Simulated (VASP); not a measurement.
A run of VASP 6.6.1 is set up as follows.

The input INCAR:

```
SYSTEM = SnO2
  PREC = Accurate
  ENCUT = 520
  EDIFF = 1E-7
  ISMEAR = 0
  SIGMA = 0.02
  LREAL = .FALSE.
  LASPH = .TRUE.
  NELM = 80
  ALGO = Normal
  ISIF = 2
  LWAVE = .FALSE.
  LCHARG = .TRUE.
  GGA = PS
  LELF = .TRUE.
  LVHAR = .TRUE.
  NBANDS = 35
```

The input KPOINTS:

```
Automatic mesh
0
G
  6 6 8
  0 0 0
```

File POSCAR:

```
SnO2
1.0
    4.8402187491      0.0000000000      0.0000000000
    0.0000000000      4.8404374549      0.0000000000
    0.0000000000      0.0000000000      3.0834999817
Sn O
2 4
Direct
    0.5000000000      0.5000000000      0.5000000000
    0.0000000000      0.0000000000      0.0000000000
    0.3046605908      0.3047299633      0.0000000000
    0.8046605908      0.1952700367      0.5000000000
    0.1953394092      0.8047299633      0.5000000000
    0.6953394092      0.6952700367      0.0000000000
```

Potentials or basis: VASP PAW PBE potentials, release 64 (Sn_d, O).

Run with:

```console
$ cat potpaw_PBE.64/Sn_d/POTCAR potpaw_PBE.64/O/POTCAR > POTCAR
$ mpirun -np 1 vasp_std > vasp.out
```

Problem. What does it give for the largest force?

Solution. 0.029 eV/Å.

Problem. Estimate the pressure.

Solution. 5.2 GPa.

Problem. Estimate the band gap on the k mesh.

Solution. 1.18 eV.

Forces in eV/Å, atoms in the order of the input:
```
Sn   0.000  0.000  0.000
Sn   0.000  0.000  0.000
O   -0.020 -0.021  0.000
O   -0.020  0.021  0.000
O    0.020 -0.021  0.000
O    0.020  0.021  0.000
```

Caveat: the cell differs from its parent crystal (uniaxial strain along c: -4.0 %, then relaxed in part); the cell stands under pressure; the PAW data sets were made with another functional, which shifts forces and pressure a little; spin-orbit coupling is left out, which moves the levels of the heavy elements.
